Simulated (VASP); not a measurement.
# AgCl (Cmcm) in VASP: notebook

Runs on AgCl. Level: PBE. Tasks: single point.

All numbers are computed with VASP 6.6.1; they aren't measurements. Logs are shortened: lines on timing, memory, paths and dates and some standing lists are left out, and cuts for length are marked.

**1. The cell of the first run**

The structure is orthorhombic, space group Cmcm (No. 63). The conventional cell has a = 3.667 Å, b = 10.891 Å, c = 3.924 Å, α = 90.00°, β = 90.00°, γ = 90.00°. Within 3.7 Å of Ag (site symmetry m2m) lie 7 Cl at 2.71 to 3.17 Å and 4 Ag at 2.99 to 3.67 Å. Cl (site symmetry m2m) has 7 Ag at 2.71 to 3.17 Å and 8 Cl at 3.53 to 3.68 Å within 3.7 Å.

**2. Single point, PBE (equal xx and yy strain of -2 %)**

INCAR reads:

```
PREC = Accurate
ENCUT = 520
EDIFF = 1E-6
ISMEAR = -1
SIGMA = 0.03
LREAL = False
LASPH = True
NELM = 60
ALGO = Normal
ISIF = 2
LWAVE = False
LCHARG = True
GGA = PE
LELF = True
LVHAR = True
NBANDS = 26
```

KPOINTS reads:

```
regular mesh
0
Gamma
  9 9 8
```

POSCAR reads:

```
AgCl
1.0
    1.8334915089     -5.4454633311      0.0000000000
    1.8334915089      5.4454633311      0.0000000000
    0.0000000000      0.0000000000      3.9240373500
Ag Cl
2 2
Direct
    0.3965554000      0.6034446000      0.7500000000
    0.6034446000      0.3965554000      0.2500000000
    0.8654487300      0.1345512700      0.2500000000
    0.1345512700      0.8654487300      0.7500000000
```

Potentials or basis: VASP PAW PBE potentials, release 64 (Ag, Cl).

Started as:

```bash
$ cat potpaw_PBE.64/Ag/POTCAR potpaw_PBE.64/Cl/POTCAR > POTCAR
$ mpirun -np 1 vasp_std > vasp.out
```

OUTCAR:

```text
PREC = Accurate
   ENCUT = 520
   EDIFF = 1E-6
   ISMEAR = -1
   LREAL = False
   LASPH = True
   NELM = 60
   ISIF = 2
   GGA = PE

 ion  position               nearest neighbor table
   1  0.397  0.603  0.750-   3 2.71   3 2.71   3 2.71   3 2.71   4 2.85   2 2.99   2 2.99
   2  0.603  0.397  0.250-   4 2.71   4 2.71   4 2.71   4 2.71   3 2.85   1 2.99   1 2.99
   3  0.865  0.135  0.250-   1 2.71   1 2.71   1 2.71   1 2.71   2 2.85
   4  0.135  0.865  0.750-   2 2.71   2 2.71   2 2.71   2 2.71   1 2.85

  LATTYP: Found a base centered orthorhombic cell.
 ALAT       =     3.6669830178
 B/A-ratio  =     2.9699964819
 C/A-ratio  =     1.0700996789

  Lattice vectors:

 A1 = (   1.8334915089,  -5.4454633311,   0.0000000000)
 A2 = (   1.8334915089,   5.4454633311,   0.0000000000)
 A3 = (   0.0000000000,   0.0000000000,   3.9240373500)

Analysis of symmetry for initial positions (statically):
=====================================================================
 Subroutine PRICEL returns:
 Original cell was already a primitive cell.

 Routine SETGRP: Setting up the symmetry group for a
 base centered orthorhombic supercell.

 Subroutine GETGRP returns: Found  8 space group operations
 (whereof  4 operations were pure point group operations)
 out of a pool of  8 trial point group operations.

The static configuration has the point symmetry C_2h.
 The point group associated with its full space group is D_2h.

Analysis of symmetry for dynamics (positions and initial velocities):
=====================================================================
 Subroutine PRICEL returns:
 Original cell was already a primitive cell.

 Routine SETGRP: Setting up the symmetry group for a
 base centered orthorhombic supercell.

 Subroutine GETGRP returns: Found  8 space group operations
 (whereof  4 operations were pure point group operations)
 out of a pool of  8 trial point group operations.

The dynamic configuration has the point symmetry C_2h.
 The point group associated with its full space group is D_2h.

 Subroutine INISYM returns: Found  8 space group operations
 (whereof  4 operations are pure point group operations),
 and found     1 'primitive' translations

----------------------------------------------------------------------------------------

[... 93 lines left out ...]
   LASPH  =      T    aspherical Exc in radial PAW
   ENCUT  =  520.0 eV  38.22 Ry    6.18 a.u.  10.68 10.68  7.30*2*pi/ulx,y,z
   NELM   =     60;   NELMIN=  2; NELMDL= -5     # of ELM steps
   EDIFF  = 0.1E-05   stopping-criterion for ELM
   LREAL  =      F    real-space projection
   EDIFFG = 0.1E-04   stopping-criterion for IOM
   NSW    =      0    number of steps for IOM
   IBRION =     -1    ionic relax: 0-MD 1-quasi-New 2-CG
   NFREE  =      0    steps in history (QN), initial steepest desc. (CG)
   ISIF   =      2    stress and relaxation
   ISYM   =      2    0-nonsym 1-usesym 2-fastsym
   POTIM  = 0.5000    time-step for ionic-motion
   TEBEG  =    0.0;   TEEND  =   0.0 temperature during run
   PSTRESS=    0.0 pullay stress
   NELECT =      36.0000    total number of electrons
   NUPDOWN=      -1.0000    fix difference up-down
   EMIN   =  10.00;   EMAX   =-10.00  energy-range for DOS
   EFERMI =   0.00;   METHOD = LEGACY
   ISMEAR =    -1;   SIGMA  =   0.03  broadening in eV -4-tet -1-fermi 0-gaus
   EFERMI_NEDOS =   21; number of points for ismear=-14 and -15
   IALGO  =     38    algorithm
   IMIX   =      4    mixing-type and parameters
     AMIX     =   0.40;   BMIX     =  1.00
     AMIX_MAG =   1.60;   BMIX_MAG =  1.00
  volume/ion in A,a.u.               =      19.59       132.19
  Fermi-wavevector in a.u.,A,eV,Ry     =   1.263233  2.387164 21.711592  1.595757
  Thomas-Fermi vector in A             =   2.396600
   LORBIT       =      0    0 simple, 1 ext, 2 COOP (PROOUT), +10 PAW based schemes
   GGA     = PE    functional components
   LHFCALC =     F    Hartree Fock is set to
   AEXX    =    0.0000 exact exchange contribution
   IVDW    =     0    specifies the selected vdW correction
   LEPSILON=     F    determine dielectric tensor
   LRPA    =     F    only Hartree local field effects (RPA)
 non-spin polarized calculation
  energy-cutoff  :      520.00
  volume of cell :       78.36
 maximum number of plane-waves:      2129
 NGX is ok and might be reduce to    48
   NGX = 21   NGY = 21   NGZ = 15

 number of electron      36.0000005 magnetization

 Free energy of the ion-electron system (eV)
  ---------------------------------------------------
  ext. energy  EPLUGINS =         0.00000000
  ---------------------------------------------------
  free energy    TOTEN  =       -10.59201306 eV

  energy without entropy =      -10.59201152  energy(sigma->0) =      -10.59201229

 E-fermi :   5.0429     XC(G=0): -10.4717

 val. band max:        4.7594304014   @ k =   0.2222   0.2222   0.0000
 cond. band min:       5.2546510492   @ k =   0.0000   0.0000   0.0000
 fundamental gap:      0.4952206478
 Fermi energy:         5.0428960681

 k-point     1 :       0.0000    0.0000    0.0000
  band No.  band energies     occupation
      1     -10.6545      2.00000
      2      -9.9734      2.00000
      3      -0.0485      2.00000
      4       1.0721      2.00000
      5       1.3768      2.00000
      6       1.4952      2.00000
[... 685 lines left out ...]
     25      15.3591      0.00000
     26      16.3335      0.00000

 [... further k-points ...]

------------------------ aborting loop because EDIFF is reached ----------------------------------------

  FORCE on cell =-STRESS in cart. coord.  units (eV):
  Direction    XX          YY          ZZ          XY          YZ          ZX
  --------------------------------------------------------------------------------------
  -------------------------------------------------------------------------------------
  Total        1.9925775      1.7566364      1.9060837      0.0000000      0.0000000      0.0000000
  in kB       40.7426175     35.9182840     38.9740632      0.0000000      0.0000000      0.0000000
  external PRESSURE =      38.5449882 kB  Pullay stress =       0.0000000 kB

 VOLUME and BASIS-vectors are now :
 -----------------------------------------------------------------------------
  energy-cutoff  :      520.00
  volume of cell :       78.36
      direct lattice vectors                 reciprocal lattice vectors
     1.833491509 -5.445463331  0.000000000     0.272703745 -0.091819551  0.000000000
     1.833491509  5.445463331  0.000000000     0.272703745  0.091819551  0.000000000
     0.000000000  0.000000000  3.924037350     0.000000000  0.000000000  0.254839572

 POSITION                                       TOTAL-FORCE (eV/Angst)
 -----------------------------------------------------------------------------------
      1.83349      1.12661      2.94303         0.000000     -0.011272     -0.000000
      1.83349     -1.12661      0.98101         0.000000      0.011272      0.000000
      1.83349     -3.98008      0.98101         0.000000      0.024112      0.000000
      1.83349      3.98008      2.94303         0.000000     -0.024112      0.000000
 -----------------------------------------------------------------------------------
    total drift:                                0.000000     -0.000000      0.000000

  FREE ENERGIE OF THE ION-ELECTRON SYSTEM (eV)
  ---------------------------------------------------
  free  energy   TOTEN  =       -10.5920130594 eV

  energy  without entropy=      -10.5920115246  energy(sigma->0) =      -10.59201229
```

OSZICAR:

```text
N       E                     dE             d eps       ncg     rms          rms(c)
DAV:   1     0.237658605569E+03    0.23766E+03   -0.17878E+04  6500   0.130E+03
DAV:   2     0.160180895402E+01   -0.23606E+03   -0.22506E+03  7340   0.286E+02
DAV:   3    -0.109415000006E+02   -0.12543E+02   -0.12444E+02  7620   0.673E+01
DAV:   4    -0.110728624534E+02   -0.13136E+00   -0.13124E+00  7370   0.750E+00
DAV:   5    -0.110746122484E+02   -0.17498E-02   -0.17497E-02  7592   0.894E-01    0.972E+00
DAV:   6    -0.105987956365E+02    0.47582E+00   -0.88251E-01  7122   0.106E+01    0.673E+00
DAV:   7    -0.105976871444E+02    0.11085E-02   -0.38863E-01  6822   0.347E+00    0.289E+00
DAV:   8    -0.105921122899E+02    0.55749E-02   -0.18901E-02  7014   0.133E+00    0.638E-01
DAV:   9    -0.105919176335E+02    0.19466E-03   -0.46332E-03  7322   0.656E-01    0.638E-02
DAV:  10    -0.105919746625E+02   -0.57029E-04   -0.21028E-04  7258   0.108E-01    0.411E-02
DAV:  11    -0.105920140072E+02   -0.39345E-04   -0.43798E-05  6662   0.589E-02    0.146E-02
DAV:  12    -0.105920126813E+02    0.13259E-05   -0.71335E-06  7488   0.355E-02    0.554E-03
DAV:  13    -0.105920130594E+02   -0.37810E-06   -0.13085E-06  4664   0.106E-02
   1 F= -.10592013E+02 E0= -.10592012E+02  d E =-.153479E-05
```

stdout:

```text
POSCAR found type information on POSCAR AgCl
 POSCAR found :  2 types and       4 ions
 scaLAPACK will be used
 LDA part: xc-table for (Slater+PW92), standard interpolation
 POSCAR, INCAR and KPOINTS ok, starting setup
 FFT: planning ... GRIDC
 FFT: planning ... GRID_SOFT
 FFT: planning ... GRID
 WAVECAR not read
 entering main loop
```

Run time: 3.1 min. Hardware: 1 thread of Intel Xeon Platinum 8488C (Sapphire Rapids), shared host; peak memory 0.38 GiB.

Results:

```
Free energy            : -10.5920 eV
Pressure               : 3.9 GPa
Largest force          : 0.024 eV/Å
Band gap on the k mesh : 0.50 eV (least direct gap 2.00 eV)
```

Forces in eV/Å, atoms in the order of the input:
```
Ag   0.000 -0.011  0.000
Ag   0.000  0.011  0.000
Cl   0.000  0.024  0.000
Cl   0.000 -0.024  0.000
```

Stress tensor (GPa, compression positive):
```
4.07 0.00 0.00
0.00 3.59 0.00
0.00 0.00 3.90
```

Caveat: the cell differs from its parent crystal (equal xx and yy strain of -2 %); the cell stands under pressure; semilocal functionals underestimate gaps, and a narrow one can read as zero. A k mesh can miss the band edges.

[end of part 1 of 2]
